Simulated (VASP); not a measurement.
# Sn5Ge (Cmmm) in VASP: single point with PBE

Aim: the single point of Sn5Ge with PBE.

Everything below comes from runs of VASP 6.6.1. Logs are shortened: lines on timing, memory, paths and dates and some standing lists are left out, and cuts for length are marked.

**1. The cell of the first run**

It takes space group Cmmm (No. 65, orthorhombic). Conventional cell: a = 4.739 Å, b = 14.217 Å, c = 4.739 Å, α = 90.00°, β = 90.00°, γ = 90.00°. Sn (site symmetry m2m) has 10 Sn at 3.35 Å and 2 Ge at 3.35 Å within 4.4 Å. Sn (site symmetry m2m) has 10 Sn at 3.35 Å and 2 Ge at 3.35 Å within 4.4 Å. Within 4.4 Å of Sn (site symmetry mmm) lie 4 Ge at 3.35 Å and 8 Sn at 3.35 Å. Ge (site symmetry mmm) has 12 Sn at 3.35 Å within 4.4 Å.

**2. Single point, PBE**

File INCAR:

```
PREC = Accurate
ENCUT = 520
EDIFF = 1E-6
ISMEAR = 0
SIGMA = 0.1
LREAL = False
LASPH = True
NELM = 100
ALGO = Fast
ISIF = 2
LWAVE = False
LCHARG = False
GGA = PE
NBANDS = 51
```

File KPOINTS:

```
Automatic mesh
0
Gamma
  4 4 4
```

File POSCAR:

```
Sn5Ge
1.0
    2.3694929300     -7.1084788000      0.0000000000
    2.3694929300      7.1084788000      0.0000000000
    0.0000000000      0.0000000000      4.7389858700
Sn Ge
5 1
Direct
    0.6666666700      0.3333333300      0.0000000000
    0.1666666700      0.8333333300      0.5000000000
    0.3333333300      0.6666666700      0.0000000000
    0.5000000000      0.5000000000      0.5000000000
    0.8333333300      0.1666666700      0.5000000000
    0.0000000000      0.0000000000      0.0000000000
```

Potentials or basis: VASP PAW PBE potentials, release 64 (Sn_d, Ge_d).

Launch:

```console
> cat potpaw_PBE.64/Sn_d/POTCAR potpaw_PBE.64/Ge_d/POTCAR > POTCAR
> mpirun -np 1 vasp_std > vasp.out
```

OUTCAR:

```text
PREC = Accurate
   ENCUT = 520
   EDIFF = 1E-6
   ISMEAR = 0
   LREAL = False
   LASPH = True
   NELM = 100
   ISIF = 2
   GGA = PE

 ion  position               nearest neighbor table
   1  0.667  0.333  0.000-   3 3.35   3 3.35   5 3.35   5 3.35   2 3.35   2 3.35   2 3.35   2 3.35
                             4 3.35   4 3.35
   2  0.167  0.833  0.500-   5 3.35   5 3.35   3 3.35   3 3.35   1 3.35   1 3.35   1 3.35   1 3.35
                             4 3.35   4 3.35
   3  0.333  0.667  0.000-   1 3.35   1 3.35   2 3.35   2 3.35   5 3.35   5 3.35   5 3.35   5 3.35
                             4 3.35   4 3.35
   4  0.500  0.500  0.500-   2 3.35   5 3.35   2 3.35   5 3.35   1 3.35   3 3.35   1 3.35   3 3.35

   5  0.833  0.167  0.500-   2 3.35   2 3.35   1 3.35   1 3.35   3 3.35   3 3.35   3 3.35   3 3.35
                             4 3.35   4 3.35
   6  0.000  0.000  0.000-

  LATTYP: Found a base centered orthorhombic cell.
 ALAT       =     4.7389858600
 B/A-ratio  =     3.0000000042
 C/A-ratio  =     1.0000000021

  Lattice vectors:

 A1 = (   2.3694929300,  -7.1084788000,   0.0000000000)
 A2 = (   2.3694929300,   7.1084788000,   0.0000000000)
 A3 = (   0.0000000000,   0.0000000000,   4.7389858700)

Analysis of symmetry for initial positions (statically):
=====================================================================
 Subroutine PRICEL returns:
 Original cell was already a primitive cell.

 Routine SETGRP: Setting up the symmetry group for a
 base centered orthorhombic supercell.

 Subroutine GETGRP returns: Found  8 space group operations
 (whereof  8 operations were pure point group operations)
 out of a pool of  8 trial point group operations.

The static configuration has the point symmetry D_2h.

Analysis of symmetry for dynamics (positions and initial velocities):
=====================================================================
 Subroutine PRICEL returns:
 Original cell was already a primitive cell.

 Routine SETGRP: Setting up the symmetry group for a
 base centered orthorhombic supercell.

 Subroutine GETGRP returns: Found  8 space group operations
 (whereof  8 operations were pure point group operations)
 out of a pool of  8 trial point group operations.

The dynamic configuration has the point symmetry D_2h.

 Subroutine INISYM returns: Found  8 space group operations
 (whereof  8 operations are pure point group operations),
 and found     1 'primitive' translations

----------------------------------------------------------------------------------------

                                     Primitive cell

  volume of cell :     159.6421

  direct lattice vectors                    reciprocal lattice vectors
     2.369492930 -7.108478800  0.000000000     0.211015612 -0.070338537  0.000000000
     2.369492930  7.108478800  0.000000000     0.211015612  0.070338537  0.000000000
     0.000000000  0.000000000  4.738985870     0.000000000  0.000000000  0.211015611

  length of vectors
     7.492994568  7.492994568  4.738985870     0.222429985  0.222429985  0.211015611

  position of ions in fractional coordinates (direct lattice)
     0.666666670  0.333333330  0.000000000
     0.166666670  0.833333330  0.500000000
     0.333333330  0.666666670  0.000000000
     0.500000000  0.500000000  0.500000000
     0.833333330  0.166666670  0.500000000
     0.000000000  0.000000000  0.000000000

  ion indices of the primitive-cell ions
   primitive index   ion index
                 1           1
                 2           2
                 3           3
                 4           4
                 5           5
                 6           6

----------------------------------------------------------------------------------------

 KPOINTS: Automatic mesh

Automatic generation of k-mesh.
 Grid dimensions read from file:
 generate k-points for:    4    4    4

 Generating k-lattice:

  Cartesian coordinates                     Fractional coordinates (reciprocal lattice)
     0.052753903 -0.017584634  0.000000000     0.250000000  0.000000000  0.000000000
     0.052753903  0.017584634  0.000000000     0.000000000  0.250000000  0.000000000
     0.000000000  0.000000000  0.052753903     0.000000000  0.000000000  0.250000000

  Length of vectors
     0.055607496  0.055607496  0.052753903

  Shift w.r.t. Gamma in fractional coordinates (k-lattice)
     0.000000000  0.000000000  0.000000000

 Subroutine IBZKPT returns following result:
 ===========================================

 Found     21 irreducible k-points:

 Following reciprocal coordinates:
            Coordinates               Weight
  0.000000  0.000000  0.000000      1.000000
  0.250000  0.000000  0.000000      4.000000
  0.500000  0.000000  0.000000      2.000000
  0.250000  0.250000  0.000000      2.000000
  0.500000  0.250000  0.000000      4.000000
 -0.250000  0.250000  0.000000      2.000000
[... 13 lines left out ...]
 -0.250000  0.250000  0.500000      2.000000
  0.500000  0.500000  0.500000      1.000000
   k-points           NKPTS =     21   k-points in BZ     NKDIM =     21   number of bands    NBANDS=     51
   number of dos      NEDOS =    301   number of ions     NIONS =      6
   total plane-waves  NPLWV = 112896
   dimension x,y,z NGX =    56 NGY =   56 NGZ =   36
   dimension x,y,z NGXF=   112 NGYF=  112 NGZF=   72
   ions per type =               5   1
   NGX,Y,Z   is equivalent  to a cutoff of  12.42, 12.42, 12.63 a.u.
   NGXF,Y,Z  is equivalent  to a cutoff of  24.85, 24.85, 25.26 a.u.
 SYSTEM =  unknown system
   PREC   = accura    normal or accurate (medium, high low for compatibility)
   ISTART =      0    job   : 0-new  1-cont  2-samecut
   ICHARG =      2    charge: 1-file 2-atom 10-const
   ISPIN  =      1    spin polarized calculation?
   LNONCOLLINEAR =      F non collinear calculations
   LSORBIT =      F    spin-orbit coupling
   LASPH  =      T    aspherical Exc in radial PAW
   ENCUT  =  520.0 eV  38.22 Ry    6.18 a.u.  13.93 13.93  8.81*2*pi/ulx,y,z
   NELM   =    100;   NELMIN=  2; NELMDL= -5     # of ELM steps
   EDIFF  = 0.1E-05   stopping-criterion for ELM
   LREAL  =      F    real-space projection
   EDIFFG = 0.1E-04   stopping-criterion for IOM
   NSW    =      0    number of steps for IOM
   IBRION =     -1    ionic relax: 0-MD 1-quasi-New 2-CG
   NFREE  =      0    steps in history (QN), initial steepest desc. (CG)
   ISIF   =      2    stress and relaxation
   ISYM   =      2    0-nonsym 1-usesym 2-fastsym
   POTIM  = 0.5000    time-step for ionic-motion
   TEBEG  =    0.0;   TEEND  =   0.0 temperature during run
   PSTRESS=    0.0 pullay stress
   NELECT =      84.0000    total number of electrons
   NUPDOWN=      -1.0000    fix difference up-down
   EMIN   =  10.00;   EMAX   =-10.00  energy-range for DOS
   EFERMI =   0.00;   METHOD = LEGACY
   ISMEAR =     0;   SIGMA  =   0.10  broadening in eV -4-tet -1-fermi 0-gaus
   EFERMI_NEDOS =   21; number of points for ismear=-14 and -15
   IALGO  =     68    algorithm
   IMIX   =      4    mixing-type and parameters
     AMIX     =   0.40;   BMIX     =  1.00
     AMIX_MAG =   1.60;   BMIX_MAG =  1.00
  volume/ion in A,a.u.               =      26.61       179.55
  Fermi-wavevector in a.u.,A,eV,Ry     =   1.321657  2.497570 23.766347  1.746777
  Thomas-Fermi vector in A             =   2.451395
   LORBIT       =      0    0 simple, 1 ext, 2 COOP (PROOUT), +10 PAW based schemes
   GGA     = PE    functional components
   LHFCALC =     F    Hartree Fock is set to
   AEXX    =    0.0000 exact exchange contribution
   IVDW    =     0    specifies the selected vdW correction
   LEPSILON=     F    determine dielectric tensor
   LRPA    =     F    only Hartree local field effects (RPA)
 non-spin polarized calculation
 RMM-DIIS sequential band-by-band and
 Gauss-broadening in eV      SIGMA  =   0.10
  energy-cutoff  :      520.00
  volume of cell :      159.64
 maximum number of plane-waves:      4324
   NGX = 27   NGY = 27   NGZ = 17

 number of electron      83.9999988 magnetization

 Free energy of the ion-electron system (eV)
  ---------------------------------------------------
  ext. energy  EPLUGINS =         0.00000000
  ---------------------------------------------------
  free energy    TOTEN  =       -23.15854189 eV

  energy without entropy =      -23.14852511  energy(sigma->0) =      -23.15353350

 E-fermi :   7.6776     XC(G=0): -10.3370

 val. band max:        7.6457307027   @ k =  -0.2500   0.2500   0.5000
 cond. band min:       7.7557171780   @ k =   0.2500   0.2500   0.5000
 fundamental gap:      0.1099864754
 Fermi energy:         7.6776170983

 k-point     1 :       0.0000    0.0000    0.0000
  band No.  band energies     occupation
      1     -17.1453      2.00000
      2     -17.1448      2.00000
      3     -17.1418      2.00000
      4     -17.1382      2.00000
      5     -17.1368      2.00000
      6     -14.0230      2.00000
[... 43 lines left out ...]
     50      10.6347      0.00000
     51      10.6355      0.00000

 k-point     2 :       0.2500    0.0000    0.0000
  band No.  band energies     occupation
      1     -17.1452      2.00000
      2     -17.1447      2.00000
      3     -17.1419      2.00000
      4     -17.1380      2.00000
      5     -17.1364      2.00000
      6     -13.9898      2.00000
[... 43 lines left out ...]
     50       9.6124      0.00000
     51      11.4505      0.00000

 k-point     3 :       0.5000    0.0000    0.0000
  band No.  band energies     occupation
      1     -17.1452      2.00000
      2     -17.1446      2.00000
      3     -17.1419      2.00000
      4     -17.1378      2.00000
      5     -17.1360      2.00000
      6     -13.9848      2.00000
[... 43 lines left out ...]
     50      10.6918      0.00000
     51      12.1618      0.00000
[... 865 lines left out ...]
 k-point    20 :      -0.2500    0.2500    0.5000
  band No.  band energies     occupation
      1     -17.1453      2.00000
      2     -17.1442      2.00000
      3     -17.1418      2.00000
      4     -17.1378      2.00000
      5     -17.1363      2.00000
      6     -13.9942      2.00000
[... 43 lines left out ...]
     50      10.6884      0.00000
     51      12.1745      0.00000

 k-point    21 :       0.5000    0.5000    0.5000
  band No.  band energies     occupation
      1     -17.1453      2.00000
      2     -17.1442      2.00000
      3     -17.1418      2.00000
      4     -17.1378      2.00000
      5     -17.1363      2.00000
      6     -13.9586      2.00000
[... 43 lines left out ...]
     50       9.1516      0.00000
     51      12.8039      0.00000

------------------------ aborting loop because EDIFF is reached ----------------------------------------

  FORCE on cell =-STRESS in cart. coord.  units (eV):
  Direction    XX          YY          ZZ          XY          YZ          ZX
  --------------------------------------------------------------------------------------
  -------------------------------------------------------------------------------------
  Total       -0.1848700      0.9033414     -0.4682713     -0.0000000      0.0000000      0.0000000
  in kB       -1.8553653      9.0659854     -4.6995967     -0.0000000      0.0000000      0.0000000
  external PRESSURE =       0.8370078 kB  Pullay stress =       0.0000000 kB

 VOLUME and BASIS-vectors are now :
 -----------------------------------------------------------------------------
  energy-cutoff  :      520.00
  volume of cell :      159.64
      direct lattice vectors                 reciprocal lattice vectors
     2.369492930 -7.108478800  0.000000000     0.211015612 -0.070338537  0.000000000
     2.369492930  7.108478800  0.000000000     0.211015612  0.070338537  0.000000000
     0.000000000  0.000000000  4.738985870     0.000000000  0.000000000  0.211015611

 POSITION                                       TOTAL-FORCE (eV/Angst)
 -----------------------------------------------------------------------------------
      2.36949     -2.36949      0.00000         0.000000      0.252279      0.000000
      2.36949      4.73899      2.36949         0.000000      0.212275      0.000000
      2.36949      2.36949      0.00000         0.000000     -0.252279      0.000000
      2.36949      0.00000      2.36949        -0.000000      0.000000      0.000000
      2.36949     -4.73899      2.36949         0.000000     -0.212275      0.000000
      0.00000      0.00000      0.00000         0.000000      0.000000      0.000000
 -----------------------------------------------------------------------------------
    total drift:                                0.000000      0.000000      0.000000

  FREE ENERGIE OF THE ION-ELECTRON SYSTEM (eV)
  ---------------------------------------------------
  free  energy   TOTEN  =       -23.1585418936 eV

  energy  without entropy=      -23.1485251052  energy(sigma->0) =      -23.15353350
```

Wall time 5.4 min (1 thread of Intel Xeon Platinum 8375C at 2.90GHz (Ice Lake), shared host); peak memory 0.4 GiB.

Results:

| Quantity | Value |
| --- | --- |
| Free energy | -23.1585 eV |
| Pressure | 0.1 GPa |
| Largest force | 0.252 eV/Å |
| Band gap on the k mesh | zero (band 42 reaches 8.33 eV, above the bottom of band 43 at 6.73 eV) |

Forces in eV/Å, atoms in the order of the input:
```
Sn   0.000  0.252  0.000
Sn   0.000  0.212  0.000
Sn   0.000 -0.252  0.000
Sn   0.000  0.000  0.000
Sn   0.000 -0.212  0.000
Ge   0.000  0.000  0.000
```

Levels at points of the mesh, in eV from the Fermi level:
```csv
k point,band 38,band 39,band 40,band 41,band 42,band 43,band 44,band 45,band 46,band 47
"(0.00, 0.00, 0.00)",-2.86,-2.74,-0.49,-0.39,0.10,0.23,0.53,0.68,1.92,2.03
"(0.50, 0.00, 0.00)",-1.89,-1.59,-1.56,-0.87,-0.65,-0.05,0.10,1.00,1.16,1.88
"(0.50, 0.50, 0.00)",-3.65,-2.86,-2.74,-0.49,-0.39,0.13,0.25,1.79,2.01,2.02
"(0.00, 0.00, 0.50)",-1.54,-1.52,-1.46,-1.03,-0.99,-0.95,-0.89,2.86,3.00,3.01
"(0.50, 0.00, 0.50)",-4.61,-2.60,-2.38,-2.34,-2.32,1.75,1.94,2.05,2.12,4.78
"(0.50, 0.50, 0.50)",-1.79,-1.79,-1.78,-0.30,-0.15,0.13,0.48,0.56,0.61,1.07
```

Caveat: spin-orbit coupling is left out, which moves the levels of the heavy elements.
